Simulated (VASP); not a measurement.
# BAs (I-4m2) in VASP: further runs

Runs on BAs. Level: r2SCAN. Tasks: single point.

All numbers are computed with VASP 6.6.1; they aren't measurements. Logs are shortened: lines on timing, memory, paths and dates and some standing lists are left out, and cuts for length are marked.

### 1 The cell of the first run

The structure is tetragonal, space group I-4m2 (No. 119). The conventional cell has a = 3.112 Å, b = 3.112 Å, c = 4.784 Å, α = 90.00°, β = 90.00°, γ = 90.00°. B (site symmetry -4m2) has 4 As at 1.96 Å within 2.6 Å. Within 2.6 Å of As (site symmetry -4m2) lie 4 B at 1.96 Å.

### 2 Single point, r2SCAN (strain -0.080 along x and y, +0.000 along z)

POSCAR reads:

```
BAs
1.0
    0.0000000000      2.2005638205      2.3919171962
    2.2005638205      0.0000000000      2.3919171962
    2.2005638205      2.2005638205      0.0000000000
B As
1 1
Direct
    0.0000000000      0.0000000000      0.0000000000
    0.7500000000      0.7500000000      0.7500000000
```

INCAR.step1 reads:

```
SYSTEM = BAs
  PREC = Accurate
  ENCUT = 520
  ISMEAR = 0
  SIGMA = 0.05
  LREAL = .False.
  LASPH = .True.
  NELM = 100
  NBANDS = 11
  GGA = PE
  ALGO = Normal
  EDIFF = 1E-4
  LWAVE = .True.
  LCHARG = .False.
```

INCAR.step2 reads:

```
SYSTEM = BAs
  PREC = Accurate
  ENCUT = 520
  EDIFF = 1E-7
  ISMEAR = 0
  SIGMA = 0.05
  LREAL = .False.
  LASPH = .True.
  NELM = 100
  ALGO = Normal
  ISIF = 2
  LWAVE = .False.
  LCHARG = .True.
  METAGGA = R2SCAN
  LMIXTAU = .True.
  LELF = .True.
  LVHAR = .True.
  NBANDS = 11
  ISTART = 1
```

KPOINTS reads:

```
Automatic mesh
0
Gamma
  10 10 10
  0 0 0
```

Potentials or basis: VASP PAW PBE potentials, release 64 (B, As).

Run with:

```console
> cat potpaw_PBE.64/B/POTCAR potpaw_PBE.64/As/POTCAR > POTCAR
> cp INCAR.step1 INCAR
> mpirun -np 1 vasp_std > vasp.out
> cp INCAR.step2 INCAR
> mpirun -np 1 vasp_std > vasp.out
```

OUTCAR:

```text
SYSTEM = BAs
   PREC = Accurate
   ENCUT = 520
   EDIFF = 1E-7
   ISMEAR = 0
   LREAL = .False.
   LASPH = .True.
   NELM = 100
   ISIF = 2
   METAGGA = R2SCAN
   ISTART = 1

 ion  position               nearest neighbor table
   1  0.000  0.000  0.000-   2 1.96   2 1.96   2 1.96   2 1.96
   2  0.750  0.750  0.750-   1 1.96   1 1.96   1 1.96   1 1.96

  LATTYP: Found a body centered tetragonal cell.
 ALAT       =     3.1120671998
 C/A-ratio  =     1.5371886548

  Lattice vectors:

 A1 = (  -2.2005638205,   0.0000000000,   2.3919171962)
 A2 = (   2.2005638205,   0.0000000000,   2.3919171962)
 A3 = (   0.0000000000,   2.2005638205,  -2.3919171962)

Analysis of symmetry for initial positions (statically):
=====================================================================
 Subroutine PRICEL returns:
 Original cell was already a primitive cell.

 Routine SETGRP: Setting up the symmetry group for a
 body centered tetragonal supercell.

 Subroutine GETGRP returns: Found  8 space group operations
 (whereof  8 operations were pure point group operations)
 out of a pool of 16 trial point group operations.

The static configuration has the point symmetry D_2d.

Analysis of symmetry for dynamics (positions and initial velocities):
=====================================================================
 Subroutine PRICEL returns:
 Original cell was already a primitive cell.

 Routine SETGRP: Setting up the symmetry group for a
 body centered tetragonal supercell.

 Subroutine GETGRP returns: Found  8 space group operations
 (whereof  8 operations were pure point group operations)
 out of a pool of 16 trial point group operations.

The dynamic configuration has the point symmetry D_2d.

 Subroutine INISYM returns: Found  8 space group operations
 (whereof  8 operations are pure point group operations),
 and found     1 'primitive' translations

----------------------------------------------------------------------------------------

                                     Primitive cell

  volume of cell :      23.1656

  direct lattice vectors                    reciprocal lattice vectors
     0.000000000  2.200563821  2.391917196    -0.227214496  0.227214496  0.209037337
     2.200563821  0.000000000  2.391917196     0.227214496 -0.227214496  0.209037337
     2.200563821  2.200563821  0.000000000     0.227214496  0.227214496 -0.209037337

  length of vectors
     3.250192148  3.250192148  3.112067200     0.383339879  0.383339879  0.383339879

  position of ions in fractional coordinates (direct lattice)
     0.000000000  0.000000000  0.000000000
     0.750000000  0.750000000  0.750000000

  ion indices of the primitive-cell ions
   primitive index   ion index
                 1           1
                 2           2

----------------------------------------------------------------------------------------

 KPOINTS: Automatic mesh

Automatic generation of k-mesh.
 Grid dimensions read from file:
 generate k-points for:   10   10   10

 Generating k-lattice:

  Cartesian coordinates                     Fractional coordinates (reciprocal lattice)
    -0.022721450  0.022721450  0.020903734     0.100000000 -0.000000000  0.000000000
     0.022721450 -0.022721450  0.020903734    -0.000000000  0.100000000  0.000000000
     0.022721450  0.022721450 -0.020903734     0.000000000  0.000000000  0.100000000

  Length of vectors
     0.038333988  0.038333988  0.038333988

  Shift w.r.t. Gamma in fractional coordinates (k-lattice)
     0.000000000  0.000000000  0.000000000

 Subroutine IBZKPT returns following result:
 ===========================================

 Found    102 irreducible k-points:

 Following reciprocal coordinates:
            Coordinates               Weight
  0.000000  0.000000  0.000000      1.000000
  0.100000 -0.000000  0.000000      8.000000
  0.200000 -0.000000  0.000000      8.000000
  0.300000 -0.000000  0.000000      8.000000
  0.400000 -0.000000  0.000000      8.000000
  0.500000 -0.000000  0.000000      4.000000
[... 16 lines left out ...]
  0.300000  0.300000  0.000000      2.000000
  0.400000  0.300000  0.000000      8.000000
 [... further k-points ...]
   k-points           NKPTS =    102   k-points in BZ     NKDIM =    102   number of bands    NBANDS=     11
   number of dos      NEDOS =    301   number of ions     NIONS =      2
   total plane-waves  NPLWV =  13824
   dimension x,y,z NGX =    24 NGY =   24 NGZ =   24
   dimension x,y,z NGXF=    48 NGYF=   48 NGZF=   48
   ions per type =               1   1
   NGX,Y,Z   is equivalent  to a cutoff of  12.28, 12.28, 12.82 a.u.
   NGXF,Y,Z  is equivalent  to a cutoff of  24.55, 24.55, 25.64 a.u.
 SYSTEM =  BAs
   PREC   = accura    normal or accurate (medium, high low for compatibility)
   ISTART =      1    job   : 0-new  1-cont  2-samecut
   ICHARG =      0    charge: 1-file 2-atom 10-const
   ISPIN  =      1    spin polarized calculation?
   LNONCOLLINEAR =      F non collinear calculations
   LSORBIT =      F    spin-orbit coupling
   LASPH  =      T    aspherical Exc in radial PAW
   ENCUT  =  520.0 eV  38.22 Ry    6.18 a.u.   6.04  6.04  5.79*2*pi/ulx,y,z
   NELM   =    100;   NELMIN=  2; NELMDL=  0     # of ELM steps
   EDIFF  = 0.1E-06   stopping-criterion for ELM
   LREAL  =      F    real-space projection
   EDIFFG = 0.1E-05   stopping-criterion for IOM
   NSW    =      0    number of steps for IOM
   IBRION =     -1    ionic relax: 0-MD 1-quasi-New 2-CG
   NFREE  =      0    steps in history (QN), initial steepest desc. (CG)
   ISIF   =      2    stress and relaxation
   ISYM   =      2    0-nonsym 1-usesym 2-fastsym
   POTIM  = 0.5000    time-step for ionic-motion
   TEBEG  =    0.0;   TEEND  =   0.0 temperature during run
   PSTRESS=    0.0 pullay stress
   NELECT =       8.0000    total number of electrons
   NUPDOWN=      -1.0000    fix difference up-down
   EMIN   =  10.00;   EMAX   =-10.00  energy-range for DOS
   EFERMI =   0.00;   METHOD = LEGACY
   ISMEAR =     0;   SIGMA  =   0.05  broadening in eV -4-tet -1-fermi 0-gaus
   EFERMI_NEDOS =   21; number of points for ismear=-14 and -15
   IALGO  =     38    algorithm
   IMIX   =      4    mixing-type and parameters
     AMIX     =   0.40;   BMIX     =  1.00
     AMIX_MAG =   1.60;   BMIX_MAG =  1.00
  volume/ion in A,a.u.               =      11.58        78.16
  Fermi-wavevector in a.u.,A,eV,Ry     =   1.148568  2.170479 17.948928  1.319209
  Thomas-Fermi vector in A             =   2.285243
   LORBIT       =      0    0 simple, 1 ext, 2 COOP (PROOUT), +10 PAW based schemes
   METAGGA = R2SCAN    functional components
   LHFCALC =     F    Hartree Fock is set to
   AEXX    =    0.0000 exact exchange contribution
   IVDW    =     0    specifies the selected vdW correction
   LEPSILON=     F    determine dielectric tensor
   LRPA    =     F    only Hartree local field effects (RPA)
 non-spin polarized calculation
 Gauss-broadening in eV      SIGMA  =   0.05
  energy-cutoff  :      520.00
  volume of cell :       23.17
 maximum number of plane-waves:       638
   NGX = 13   NGY = 13   NGZ = 11

 number of electron       8.0000000 magnetization

 Free energy of the ion-electron system (eV)
  ---------------------------------------------------
  ext. energy  EPLUGINS =         0.00000000
  ---------------------------------------------------
  free energy    TOTEN  =       -21.77338969 eV

  energy without entropy =      -21.77338969  energy(sigma->0) =      -21.77338969

 E-fermi :   8.5660     XC(G=0): -11.8928

 val. band max:        8.3203090535   @ k =   0.0000   0.0000   0.0000
 cond. band min:       8.7714971040   @ k =   0.4000   0.0000   0.4000
 fundamental gap:      0.4511880505
 Fermi energy:         8.5659889320

 k-point     1 :       0.0000    0.0000    0.0000
  band No.  band energies     occupation
      1      -9.8374      2.00000
      2       7.2818      2.00000
      3       8.3203      2.00000
      4       8.3203      2.00000
      5      11.4900      0.00000
      6      11.4900      0.00000
      7      12.0668      0.00000
      8      15.2568      0.00000
      9      19.3851      0.00000
     10      20.5110      0.00000
     11      21.9956      0.00000

 k-point     2 :       0.1000   -0.0000    0.0000
  band No.  band energies     occupation
      1      -9.6380      2.00000
      2       6.2361      2.00000
      3       7.3598      2.00000
      4       7.9642      2.00000
      5      11.7742      0.00000
      6      12.0175      0.00000
      7      12.6923      0.00000
      8      15.8653      0.00000
      9      19.5474      0.00000
     10      20.2392      0.00000
     11      21.9249      0.00000

 k-point     3 :       0.2000   -0.0000    0.0000
  band No.  band energies     occupation
      1      -9.0466      2.00000
      2       3.5899      2.00000
      3       6.4485      2.00000
      4       7.3333      2.00000
      5      11.8175      0.00000
      6      13.0012      0.00000
      7      13.4053      0.00000
      8      17.1537      0.00000
      9      19.2652      0.00000
     10      20.7033      0.00000
     11      21.4759      0.00000
[... 267 lines left out ...]
 k-point    23 :       0.3000    0.3000    0.0000
  band No.  band energies     occupation
      1      -7.7388      2.00000
      2       1.4193      2.00000
      3       4.5703      2.00000
      4       4.5703      2.00000
      5      10.2545      0.00000
      6      12.3399      0.00000
      7      18.0104      0.00000
      8      18.0104      0.00000
      9      20.6244      0.00000
     10      25.5745      0.00000
     11      25.6715      0.00000

 k-point    24 :       0.4000    0.3000    0.0000
  band No.  band energies     occupation
      1      -6.8934      2.00000
      2       0.0813      2.00000
      3       3.3882      2.00000
      4       4.2559      2.00000
      5      10.6068      0.00000
      6      12.3705      0.00000
      7      18.4909      0.00000
      8      18.8569      0.00000
      9      21.7954      0.00000
     10      26.1719      0.00000
     11      26.5660      0.00000

 [... further k-points ...]

------------------------ aborting loop because EDIFF is reached ----------------------------------------

  FORCE on cell =-STRESS in cart. coord.  units (eV):
  Direction    XX          YY          ZZ          XY          YZ          ZX
  --------------------------------------------------------------------------------------
  -------------------------------------------------------------------------------------
  Total        6.0090290      6.0090290      2.5111544      0.0000000      0.0000000      0.0000000
  in kB      415.5954721    415.5954721    173.6760502      0.0000000      0.0000000      0.0000000
  external PRESSURE =     334.9556648 kB  Pullay stress =       0.0000000 kB

 VOLUME and BASIS-vectors are now :
 -----------------------------------------------------------------------------
  energy-cutoff  :      520.00
  volume of cell :       23.17
      direct lattice vectors                 reciprocal lattice vectors
     0.000000000  2.200563821  2.391917196    -0.227214496  0.227214496  0.209037337
     2.200563821  0.000000000  2.391917196     0.227214496 -0.227214496  0.209037337
     2.200563821  2.200563821  0.000000000     0.227214496  0.227214496 -0.209037337

 POSITION                                       TOTAL-FORCE (eV/Angst)
 -----------------------------------------------------------------------------------
      0.00000      0.00000      0.00000         0.000000      0.000000     -0.000000
      3.30085      3.30085      3.58788        -0.000000     -0.000000      0.000000
 -----------------------------------------------------------------------------------
    total drift:                                0.000000      0.000000     -0.000000

  FREE ENERGIE OF THE ION-ELECTRON SYSTEM (eV)
  ---------------------------------------------------
  free  energy   TOTEN  =       -21.7733896935 eV

  energy  without entropy=      -21.7733896934  energy(sigma->0) =      -21.77338969
```

It took 54 s on 1 thread of AMD EPYC 9R45 (Zen 5), shared host; peak memory 0.13 GiB.

Results:

```yaml
Free_energy: -21.7734 eV
Pressure: 33.5 GPa
Band_gap_on_the_k_mesh: 0.45 eV (least direct gap 3.17 eV)
```

Stress tensor (GPa, compression positive):
```
41.56  0.00  0.00
 0.00 41.56  0.00
 0.00  0.00 17.37
```

Levels at points of the mesh, in eV from the valence-band top:
| k point | band 1 | band 2 | band 3 | band 4 | band 5 | band 6 | band 7 | band 8 | band 9 |
| --- | --- | --- | --- | --- | --- | --- | --- | --- | --- |
| (0.00, 0.00, 0.00) | -18.16 | -1.04 | 0.00 | 0.00 | 3.17 | 3.17 | 3.75 | 6.94 | 11.06 |
| (0.50, 0.00, 0.00) | -14.46 | -10.91 | -3.22 | -1.94 | 2.88 | 5.28 | 5.35 | 9.65 | 14.38 |
| (0.50, 0.50, 0.00) | -13.37 | -10.94 | -4.74 | -4.74 | 1.77 | 2.11 | 13.46 | 13.46 | 14.41 |
| (0.50, 0.00, 0.50) | -12.44 | -10.14 | -5.78 | -5.60 | 0.70 | 0.78 | 12.29 | 13.97 | 15.09 |

Caveat: the cell differs from its parent crystal (strain -0.080 along x and y, +0.000 along z); the cell stands under pressure; the PAW data sets were made with another functional, which shifts forces and pressure a little.

### 3 Single point, r2SCAN (strain -0.040 along x and y, -0.080 along z)

POSCAR reads:

```
BAs
1.0
    0.0000000000      2.2962405084      2.2005638205
    2.2962405084      0.0000000000      2.2005638205
    2.2962405084      2.2962405084      0.0000000000
B As
1 1
Direct
    0.0000000000      0.0000000000      0.0000000000
    0.7500000000      0.7500000000      0.7500000000
```

INCAR.step1 reads:

```
PREC = Accurate ; ENCUT = 520
ISMEAR = 0 ; SIGMA = 0.05
LREAL = F ; LASPH = T
NELM = 60 ; NBANDS = 11
GGA = PE ; ALGO = Normal
EDIFF = 1E-4 ; LWAVE = T
LCHARG = F
```

INCAR.step2 reads:

```
PREC = Accurate ; ENCUT = 520
EDIFF = 1E-6 ; ISMEAR = 0
SIGMA = 0.05 ; LREAL = F
LASPH = T ; NELM = 60
ALGO = Normal ; ISIF = 2
LWAVE = F ; LCHARG = F
METAGGA = R2SCAN ; LMIXTAU = T
NBANDS = 11 ; ISTART = 1
```

KPOINTS reads:

```
regular mesh
0
Gamma
  10 10 10
```

Potentials or basis: VASP PAW PBE potentials, release 64 (B, As).

Run with:

```console
> cat potpaw_PBE.64/B/POTCAR potpaw_PBE.64/As/POTCAR > POTCAR
> cp INCAR.step1 INCAR
> mpirun -np 1 vasp_std > vasp.out
> cp INCAR.step2 INCAR
> mpirun -np 1 vasp_std > vasp.out
```

It took 50 s on 1 thread of AMD EPYC 9R45 (Zen 5), shared host; peak memory 0.13 GiB.

It converged, with:

| Quantity | Value |
| --- | --- |
| Free energy | -21.8539 eV |
| Pressure | 33.2 GPa |
| Band gap on the k mesh | 0.45 eV (least direct gap 3.16 eV) |

Stress tensor (GPa, compression positive):
```
29.83  0.00  0.00
 0.00 29.83  0.00
 0.00  0.00 39.82
```

Levels at points of the mesh, in eV from the valence-band top:
| k point | band 1 | band 2 | band 3 | band 4 | band 5 | band 6 | band 7 | band 8 | band 9 |
| --- | --- | --- | --- | --- | --- | --- | --- | --- | --- |
| (0.00, 0.00, 0.00) | -18.10 | -0.45 | -0.45 | 0.00 | 3.16 | 3.47 | 3.47 | 7.05 | 11.08 |
| (0.50, 0.00, 0.00) | -14.42 | -10.86 | -2.84 | -2.25 | 3.52 | 4.67 | 5.36 | 9.61 | 14.60 |
| (0.50, 0.50, 0.00) | -12.41 | -10.08 | -5.68 | -5.68 | 0.69 | 0.79 | 13.50 | 13.50 | 15.57 |
| (0.50, 0.00, 0.50) | -12.87 | -10.51 | -5.23 | -5.15 | 1.27 | 1.47 | 13.00 | 13.88 | 14.96 |

Caveat: the cell differs from its parent crystal (strain -0.040 along x and y, -0.080 along z); the cell stands under pressure; the PAW data sets were made with another functional, which shifts forces and pressure a little. A k mesh can miss the band edges.

### 4 Single point, r2SCAN (strain -0.080 along x and y, +0.040 along z)

POSCAR reads:

```
BAs
1.0
    0.0000000000      2.2005638205      2.4875938840
    2.2005638205      0.0000000000      2.4875938840
    2.2005638205      2.2005638205      0.0000000000
B As
1 1
Direct
    0.0000000000      0.0000000000      0.0000000000
    0.7500000000      0.7500000000      0.7500000000
```

INCAR.step1 reads:

```
PREC     = Accurate       # precision mode
ENCUT    = 520            # plane-wave cutoff, eV
ISMEAR   = 0              # smearing method
SIGMA    = 0.05           # smearing width, eV
LREAL    = F              # projectors in reciprocal space
LASPH    = T              # aspherical terms in the spheres
NELM     = 60             # most SCF steps
NBANDS   = 11             # bands
GGA      = PE             # functional
ALGO     = Normal         # electronic algorithm
EDIFF    = 1E-4           # SCF threshold, eV
LWAVE    = T              # write WAVECAR
LCHARG   = F              # write CHGCAR
```

INCAR.step2 reads:

```
PREC     = Accurate       # precision mode
ENCUT    = 520            # plane-wave cutoff, eV
EDIFF    = 1E-6           # SCF threshold, eV
ISMEAR   = 0              # smearing method
SIGMA    = 0.05           # smearing width, eV
LREAL    = F              # projectors in reciprocal space
LASPH    = T              # aspherical terms in the spheres
NELM     = 60             # most SCF steps
ALGO     = Normal         # electronic algorithm
ISIF     = 2              # what is computed and relaxed
LWAVE    = F              # write WAVECAR
LCHARG   = F              # write CHGCAR
METAGGA  = R2SCAN         # meta-GGA
LMIXTAU  = T            
NBANDS   = 11             # bands
ISTART   = 1
```

KPOINTS reads:

```
Automatic mesh
0
Gamma
  10 10 10
```

Run with:

```console
> cat potpaw_PBE.64/B/POTCAR potpaw_PBE.64/As/POTCAR > POTCAR
> cp INCAR.step1 INCAR
> mpirun -np 1 vasp_std > vasp.out
> cp INCAR.step2 INCAR
> mpirun -np 1 vasp_std > vasp.out
```

Run time: 69 s. Hardware: 1 thread of AMD EPYC 9R45 (Zen 5), shared host; peak memory 0.15 GiB.

It converged, with:

```
Free energy            : -21.8212 eV
Pressure               : 23.7 GPa
Band gap on the k mesh : 0.18 eV (least direct gap 2.90 eV)
```

Stress tensor (GPa, compression positive):
```
35.78  0.00  0.00
 0.00 35.78  0.00
 0.00  0.00 -0.61
```

Levels at points of the mesh, in eV from the valence-band top:
| k point | band 1 | band 2 | band 3 | band 4 | band 5 | band 6 | band 7 | band 8 | band 9 |
| --- | --- | --- | --- | --- | --- | --- | --- | --- | --- |
| (0.00, 0.00, 0.00) | -17.91 | -1.57 | 0.00 | 0.00 | 2.90 | 2.90 | 3.74 | 6.02 | 10.65 |
| (0.50, 0.00, 0.00) | -14.37 | -10.73 | -3.59 | -1.73 | 2.02 | 5.33 | 5.37 | 9.51 | 13.62 |
| (0.50, 0.50, 0.00) | -13.59 | -11.05 | -4.42 | -4.42 | 2.01 | 2.38 | 12.77 | 12.77 | 13.44 |
| (0.50, 0.00, 0.50) | -12.29 | -9.93 | -5.90 | -5.62 | 0.47 | 0.49 | 11.13 | 13.15 | 14.14 |

Caveat: the cell differs from its parent crystal (strain -0.080 along x and y, +0.040 along z); the cell stands under pressure; the PAW data sets were made with another functional, which shifts forces and pressure a little.

[end of part 1 of 2]
